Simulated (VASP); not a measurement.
Write the native input for VASP 6.6.1 that does the following.

| Property | Result |
| --- | --- |
| Task | relaxation of cell and atoms |
| Functional | PBEsol |
| Potentials or basis | VASP PAW PBE potentials, release 64 (Na_pv, Cl) |
| Cutoff | 600 eV |
| k mesh | 8 × 8 × 8 |
| Occupations | gaussian, width 0.02 eV |
| Spin | no spin polarisation |
| Target pressure | 12 GPa |
| Dipole correction | no |
| Further INCAR settings | ALGO = Normal; EDIFF = 1e-07; IBRION = 2; EDIFFG = -0.002; NSW = 100; ISIF = 3 |

The structure of NaCl (pbesol) lies in POSCAR:

```
NaCl
1.0
    0.0000000000      2.5731153081      2.5731153081
    2.5731153081      0.0000000000      2.5731153081
    2.5731153081      2.5731153081      0.0000000000
Na Cl
1 1
Direct
    0.0000000000      0.0000000000      0.0000000000
    0.5000000000      0.5000000000      0.5000000000
```

These files were run (other wordings do the same):

INCAR

```
ALGO = Normal ; EDIFF = 1E-7
EDIFFG = -0.002 ; ENCUT = 600
GGA = PS ; IBRION = 2
ISIF = 3 ; ISMEAR = 0
LASPH = True ; LCHARG = False
LREAL = False ; LWAVE = False
NELM = 60 ; NSW = 100
PREC = Accurate ; PSTRESS = 120.0
SIGMA = 0.02
```

KPOINTS

```
k-points
0
Gamma
  8 8 8
```

Potentials or basis: VASP PAW PBE potentials, release 64 (Na_pv, Cl).

Launch:

```console
$ cat potpaw_PBE.64/Na_pv/POTCAR potpaw_PBE.64/Cl/POTCAR > POTCAR
$ mpirun -np 1 vasp_std > vasp.out
```

Results of the run:

```
Relaxed volume                                         : 17.08 Å³/atom
Relaxed cell                                           : a = 3.642 Å, b = 3.642 Å, c = 3.642 Å, α = 60.00°, β = 60.00°, γ = 60.00°
Space group after relaxing (to 0.05 Å)                 : Fm-3m (No. 225)
Energy change on relaxing (the enthalpy is what falls) : -3.2 meV/atom
Ionic steps                                            : 3
Pressure after relaxing                                : 12.0 GPa
Band gap on the k mesh                                 : 6.17 eV, direct
```

Caveat: the cell is relaxed towards a set pressure, so the enthalpy falls and the energy may rise; the PAW data sets were made with another functional, which shifts forces and pressure a little.

It used 73 s of CPU time on 1 thread of AMD EPYC 7R13 Processor (Zen 3), with other jobs on the host.
